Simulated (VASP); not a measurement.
# C (R-3m) in VASP: notebook

The runs below take C through single point, relaxation of volume and atoms at fixed shape, with LDA.

Everything below comes from runs of VASP 6.6.1. Logs are shortened: lines on timing, memory, paths and dates and some standing lists are left out, and cuts for length are marked.

## (1) The cell of the first run

The structure is trigonal, space group R-3m (No. 166). Conventional cell: a = 2.449 Å, b = 2.449 Å, c = 10.011 Å, α = 90.00°, β = 90.00°, γ = 120.00°. Within 1.9 Å of C (site symmetry 3m) lie 3 C at 1.41 Å.

## (2) Single point, LDA

File INCAR:

```
  ALGO = Normal
  EDIFF = 1E-7
  ENCUT = 520
  ISIF = 2
  ISMEAR = 1
  LASPH = True
  LCHARG = True
  LELF = True
  LREAL = False
  LVHAR = True
  LWAVE = False
  NBANDS = 11
  NELM = 60
  PREC = Accurate
  SIGMA = 0.05
```

File KPOINTS:

```
k-points
0
Gamma
  8 8 8
```

File POSCAR:

```
C
1.0
    1.2243718840      0.7068916030      3.3370439289
   -1.2243718840      0.7068916030      3.3370439289
    0.0000000000     -1.4137827075      3.3370440345
C
2
Direct
    0.8333786992      0.8333786992      0.8333786992
    0.1666213008      0.1666213008      0.1666213008
```

Potentials or basis: VASP PAW LDA potentials, release 64 (C).

Launch:

```
$ cat potpaw_LDA.64/C/POTCAR > POTCAR
$ mpirun -np 1 vasp_std > vasp.out
```

OUTCAR:

```text
EDIFF = 1E-7
   ENCUT = 520
   ISIF = 2
   ISMEAR = 1
   LASPH = True
   LREAL = False
   NELM = 60
   PREC = Accurate

 ion  position               nearest neighbor table
   1  0.833  0.833  0.833-   2 1.41   2 1.41   2 1.41
   2  0.167  0.167  0.167-   1 1.41   1 1.41   1 1.41

  LATTYP: Found a trigonal (rhomboedric) cell.
 ALAT       =     3.6241750002
 COS(alpha) =     0.7717355018

  Lattice vectors:

 A1 = (   1.2243718840,   0.7068916030,   3.3370439289)
 A2 = (  -1.2243718840,   0.7068916030,   3.3370439289)
 A3 = (   0.0000000000,  -1.4137827075,   3.3370440345)

Analysis of symmetry for initial positions (statically):
=====================================================================
 Subroutine PRICEL returns:
 Original cell was already a primitive cell.

 Routine SETGRP: Setting up the symmetry group for a
 trigonal (rhombohedral) supercell.

 Subroutine GETGRP returns: Found 12 space group operations
 (whereof 12 operations were pure point group operations)
 out of a pool of 12 trial point group operations.

The static configuration has the point symmetry D_3d.

Analysis of symmetry for dynamics (positions and initial velocities):
=====================================================================
 Subroutine PRICEL returns:
 Original cell was already a primitive cell.

 Routine SETGRP: Setting up the symmetry group for a
 trigonal (rhombohedral) supercell.

 Subroutine GETGRP returns: Found 12 space group operations
 (whereof 12 operations were pure point group operations)
 out of a pool of 12 trial point group operations.

The dynamic configuration has the point symmetry D_3d.

 Subroutine INISYM returns: Found 12 space group operations
 (whereof 12 operations are pure point group operations),
 and found     1 'primitive' translations

----------------------------------------------------------------------------------------

                                     Primitive cell

  volume of cell :      17.3292

  direct lattice vectors                    reciprocal lattice vectors
     1.224371884  0.706891603  3.337043929     0.408372657  0.235774069  0.099888793
    -1.224371884  0.706891603  3.337043929    -0.408372657  0.235774069  0.099888793
     0.000000000 -1.413782708  3.337044034     0.000000000 -0.471548122  0.099888828

  length of vectors
     3.624175000  3.624175000  3.624175000     0.482011836  0.482011836  0.482011836

  position of ions in fractional coordinates (direct lattice)
     0.833378699  0.833378699  0.833378699
     0.166621301  0.166621301  0.166621301

  ion indices of the primitive-cell ions
   primitive index   ion index
                 1           1
                 2           2

----------------------------------------------------------------------------------------

 KPOINTS: k-points

Automatic generation of k-mesh.
 Grid dimensions read from file:
 generate k-points for:    8    8    8

 Generating k-lattice:

  Cartesian coordinates                     Fractional coordinates (reciprocal lattice)
     0.051046582  0.029471759  0.012486099     0.125000000  0.000000000 -0.000000000
    -0.051046582  0.029471759  0.012486099     0.000000000  0.125000000 -0.000000000
     0.000000000 -0.058943515  0.012486104     0.000000000  0.000000000  0.125000000

  Length of vectors
     0.060251479  0.060251479  0.060251479

  Shift w.r.t. Gamma in fractional coordinates (k-lattice)
     0.000000000  0.000000000  0.000000000

 Subroutine IBZKPT returns following result:
 ===========================================

 Found     65 irreducible k-points:

 Following reciprocal coordinates:
            Coordinates               Weight
  0.000000  0.000000  0.000000      1.000000
  0.125000  0.000000  0.000000      6.000000
  0.250000  0.000000  0.000000      6.000000
  0.375000  0.000000  0.000000      6.000000
  0.500000  0.000000  0.000000      3.000000
  0.125000  0.125000  0.000000      6.000000
[... 16 lines left out ...]
  0.250000  0.125000  0.125000      6.000000
  0.375000  0.125000  0.125000      6.000000
 [... further k-points ...]
   k-points           NKPTS =     65   k-points in BZ     NKDIM =     65   number of bands    NBANDS=     11
   number of dos      NEDOS =    301   number of ions     NIONS =      2
   total plane-waves  NPLWV =  21952
   dimension x,y,z NGX =    28 NGY =   28 NGZ =   28
   dimension x,y,z NGXF=    56 NGYF=   56 NGZF=   56
   ions per type =               2
   NGX,Y,Z   is equivalent  to a cutoff of  12.84, 12.84, 12.84 a.u.
   NGXF,Y,Z  is equivalent  to a cutoff of  25.69, 25.69, 25.69 a.u.
 SYSTEM =  unknown system
   PREC   = accura    normal or accurate (medium, high low for compatibility)
   ISTART =      0    job   : 0-new  1-cont  2-samecut
   ICHARG =      2    charge: 1-file 2-atom 10-const
   ISPIN  =      1    spin polarized calculation?
   LNONCOLLINEAR =      F non collinear calculations
   LSORBIT =      F    spin-orbit coupling
   LASPH  =      T    aspherical Exc in radial PAW
   ENCUT  =  520.0 eV  38.22 Ry    6.18 a.u.   6.74  6.74  6.74*2*pi/ulx,y,z
   NELM   =     60;   NELMIN=  2; NELMDL= -5     # of ELM steps
   EDIFF  = 0.1E-06   stopping-criterion for ELM
   LREAL  =      F    real-space projection
   EDIFFG = 0.1E-05   stopping-criterion for IOM
   NSW    =      0    number of steps for IOM
   IBRION =     -1    ionic relax: 0-MD 1-quasi-New 2-CG
   NFREE  =      0    steps in history (QN), initial steepest desc. (CG)
   ISIF   =      2    stress and relaxation
   ISYM   =      2    0-nonsym 1-usesym 2-fastsym
   POTIM  = 0.5000    time-step for ionic-motion
   TEBEG  =    0.0;   TEEND  =   0.0 temperature during run
   PSTRESS=    0.0 pullay stress
   NELECT =       8.0000    total number of electrons
   NUPDOWN=      -1.0000    fix difference up-down
   EMIN   =  10.00;   EMAX   =-10.00  energy-range for DOS
   EFERMI =   0.00;   METHOD = LEGACY
   ISMEAR =     1;   SIGMA  =   0.05  broadening in eV -4-tet -1-fermi 0-gaus
   EFERMI_NEDOS =   21; number of points for ismear=-14 and -15
   IALGO  =     38    algorithm
   IMIX   =      4    mixing-type and parameters
     AMIX     =   0.40;   BMIX     =  1.00
     AMIX_MAG =   1.60;   BMIX_MAG =  1.00
  volume/ion in A,a.u.               =       8.66        58.47
  Fermi-wavevector in a.u.,A,eV,Ry     =   1.265256  2.390987 21.781197  1.600873
  Thomas-Fermi vector in A             =   2.398519
   LORBIT       =      0    0 simple, 1 ext, 2 COOP (PROOUT), +10 PAW based schemes
   GGA     = CA    functional components
   LHFCALC =     F    Hartree Fock is set to
   AEXX    =    0.0000 exact exchange contribution
   IVDW    =     0    specifies the selected vdW correction
   LEPSILON=     F    determine dielectric tensor
   LRPA    =     F    only Hartree local field effects (RPA)
 non-spin polarized calculation
 Methfessel and Paxton  Order N= 1 SIGMA  =   0.05
  energy-cutoff  :      520.00
  volume of cell :       17.33
 maximum number of plane-waves:       478
   NGX = 13   NGY = 13   NGZ = 13

 number of electron       8.0000000 magnetization

 Free energy of the ion-electron system (eV)
  ---------------------------------------------------
  ext. energy  EPLUGINS =         0.00000000
  ---------------------------------------------------
  free energy    TOTEN  =       -20.22476485 eV

  energy without entropy =      -20.22479882  energy(sigma->0) =      -20.22477617

 E-fermi :   4.1022     XC(G=0): -10.8290

 val. band max:        4.0600693590   @ k =  -0.1250   0.5000   0.1250
 cond. band min:       5.5895986876   @ k =  -0.1250   0.5000   0.1250
 fundamental gap:      1.5295293286
 Fermi energy:         4.1021634681

 k-point     1 :       0.0000    0.0000    0.0000
  band No.  band energies     occupation
      1     -14.8754      2.00000
      2      -1.9184      2.00000
      3       1.7417      2.00000
      4       1.7417      2.00000
      5       8.5770      0.00000
      6      13.1838      0.00000
      7      13.1838      0.00000
      8      16.2211      0.00000
      9      18.1345      0.00000
     10      27.3969      0.00000
     11      30.2120      0.00000

 k-point     2 :       0.1250    0.0000    0.0000
  band No.  band energies     occupation
      1     -14.4953      2.00000
      2      -1.5335      2.00000
      3       0.3814      2.00000
      4       1.0302      2.00000
      5       9.1195      0.00000
      6      13.3143      0.00000
      7      14.7023      0.00000
      8      14.9654      0.00000
      9      18.7473      0.00000
     10      27.5353      0.00000
     11      28.5803      0.00000

 k-point     3 :       0.2500    0.0000    0.0000
  band No.  band energies     occupation
      1     -13.3662      2.00000
      2      -2.6138      2.00000
      3      -0.3984      2.00000
      4      -0.2921      2.00000
      5      10.7040      0.00000
      6      12.0122      0.00000
      7      13.1751      0.00000
      8      18.3247      0.00000
      9      20.2878      0.00000
     10      24.0939      0.00000
     11      27.0356      0.00000

 k-point     4 :       0.3750    0.0000    0.0000
  band No.  band energies     occupation
      1     -11.5281      2.00000
      2      -5.9175      2.00000
      3      -1.3088      2.00000
      4       1.3570      2.00000
      5       8.6630      0.00000
      6      12.7135      0.00000
      7      13.4312      0.00000
      8      19.6199      0.00000
      9      22.5509      0.00000
     10      23.3577      0.00000
     11      25.3942      0.00000
[... 239 lines left out ...]
 k-point    22 :       0.1250    0.1250    0.1250
  band No.  band energies     occupation
      1     -14.8298      2.00000
      2      -2.2909      2.00000
      3       1.7389      2.00000
      4       1.7389      2.00000
      5       9.3460      0.00000
      6      13.1756      0.00000
      7      13.1756      0.00000
      8      16.2497      0.00000
      9      18.1033      0.00000
     10      27.3214      0.00000
     11      29.4955      0.00000

 k-point    23 :       0.2500    0.1250    0.1250
  band No.  band energies     occupation
      1     -14.4238      2.00000
      2      -2.0958      2.00000
      3       0.3621      2.00000
      4       1.0339      2.00000
      5      10.3256      0.00000
      6      13.3226      0.00000
      7      14.6862      0.00000
      8      15.0554      0.00000
      9      18.6632      0.00000
     10      27.4925      0.00000
     11      28.6013      0.00000

 k-point    24 :       0.3750    0.1250    0.1250
  band No.  band energies     occupation
      1     -13.2782      2.00000
      2      -2.6516      2.00000
      3      -1.0577      2.00000
      4      -0.2901      2.00000
      5      11.9797      0.00000
      6      12.4667      0.00000
      7      13.2221      0.00000
      8      18.3090      0.00000
      9      19.9885      0.00000
     10      24.7835      0.00000
     11      26.9243      0.00000

 [... further k-points ...]

------------------------ aborting loop because EDIFF is reached ----------------------------------------

  FORCE on cell =-STRESS in cart. coord.  units (eV):
  Direction    XX          YY          ZZ          XY          YZ          ZX
  --------------------------------------------------------------------------------------
  -------------------------------------------------------------------------------------
  Total       -0.0764088     -0.0764088     -0.0353064      0.0000000      0.0000000     -0.0000000
  in kB       -7.0643932     -7.0643932     -3.2642638      0.0000000      0.0000002     -0.0000000
  external PRESSURE =      -5.7976834 kB  Pullay stress =       0.0000000 kB

 VOLUME and BASIS-vectors are now :
 -----------------------------------------------------------------------------
  energy-cutoff  :      520.00
  volume of cell :       17.33
      direct lattice vectors                 reciprocal lattice vectors
     1.224371884  0.706891603  3.337043929     0.408372657  0.235774069  0.099888793
    -1.224371884  0.706891603  3.337043929    -0.408372657  0.235774069  0.099888793
     0.000000000 -1.413782708  3.337044034     0.000000000 -0.471548122  0.099888828

 POSITION                                       TOTAL-FORCE (eV/Angst)
 -----------------------------------------------------------------------------------
      0.00000      0.00000      8.34306         0.000000      0.000000      0.000301
      0.00000      0.00000      1.66807         0.000000     -0.000000     -0.000301
 -----------------------------------------------------------------------------------
    total drift:                               -0.000000      0.000000     -0.000000

  FREE ENERGIE OF THE ION-ELECTRON SYSTEM (eV)
  ---------------------------------------------------
  free  energy   TOTEN  =       -20.2247648489 eV

  energy  without entropy=      -20.2247988211  energy(sigma->0) =      -20.22477617
```

It took 33 s on 1 thread of Intel Xeon 8259CL, shared host; peak memory 0.13 GiB.

Results:

* Free energy: -20.2248 eV
* Pressure: -0.6 GPa

Stress tensor (GPa, compression positive):
```
-0.71  0.00  0.00
 0.00 -0.71  0.00
 0.00  0.00 -0.33
```

## (3) Relaxation of volume and atoms at fixed shape, LDA

This run uses another cell than the first one, of 8.74 Å³/atom.

File INCAR:

```
  PREC = Accurate
  ENCUT = 600
  EDIFF = 1E-6
  ISMEAR = 1
  SIGMA = 0.05
  LREAL = False
  LASPH = True
  NELM = 60
  ALGO = Normal
  ISIF = 8
  LWAVE = False
  LCHARG = False
  IBRION = 2
  NSW = 80
  EDIFFG = -0.03
```

File KPOINTS:

```
Automatic mesh
0
Gamma
  8 8 8
```

File POSCAR:

```
C
1.0
    1.2280290000      0.7090030000      3.3470110000
   -1.2280290000      0.7090030000      3.3470110000
    0.0000000000     -1.4180050000      3.3470110000
C
2
Direct
    0.8360000000      0.8360000000      0.8360000000
    0.1640000000      0.1640000000      0.1640000000
```

Potentials or basis: VASP PAW LDA potentials, release 64 (C).

Launch:

```
$ cat potpaw_LDA.64/C/POTCAR > POTCAR
$ mpirun -np 1 vasp_std > vasp.out
```

Wall time 86 s (1 thread of Intel Xeon 8259CL, shared host); peak memory 0.14 GiB.

The run converged. Its results:

| Property | Result |
| --- | --- |
| Free energy | -20.2321 eV |
| Relaxed volume | 8.63 Å³/atom |
| Relaxed cell | a = 3.619 Å, b = 3.619 Å, c = 3.619 Å, α = 39.49°, β = 39.49°, γ = 39.49° |
| Space group after relaxing (to 0.1 Å) | R-3m (No. 166) |
| Energy gained by relaxing | 13.2 meV/atom |
| Ionic steps | 6 |
| Pressure after relaxing | 0.1 GPa |
| Largest force after relaxing | 0.014 eV/Å |

Forces on the atoms (eV/Å):
```
C    0.000  0.000  0.014
C    0.000  0.000 -0.014
```

Stress tensor (GPa, compression positive):
```
 0.40  0.00  0.00
 0.00  0.40  0.00
 0.00  0.00 -0.61
```

Step by step:
```
step  energy change (eV)  largest force (eV/Å)  pressure (GPa)  volume (Å³)
   1              0.0000                0.9085           -3.79        17.48
   2             -0.0113                0.5963            5.10        16.97
   3             -0.0260                0.0532            1.28        17.19
   4             -0.0260                0.0361            1.35        17.18
   5             -0.0261                0.0612           -1.15        17.33
   6             -0.0264                0.0138            0.06        17.26
```

Final structure:
```xyz
2
Lattice="1.2227 0.7059 3.3326 -1.2227 0.7059 3.3326 0.0000 -1.4119 3.3326" Properties=species:S:1:pos:R:3 pbc="T T T"
C     0.0000    0.0000    8.3315
C     0.0000    0.0000    1.6662
```

LDA usually gives volumes a few per cent too small. Zero-point motion and thermal expansion aren't in these numbers.
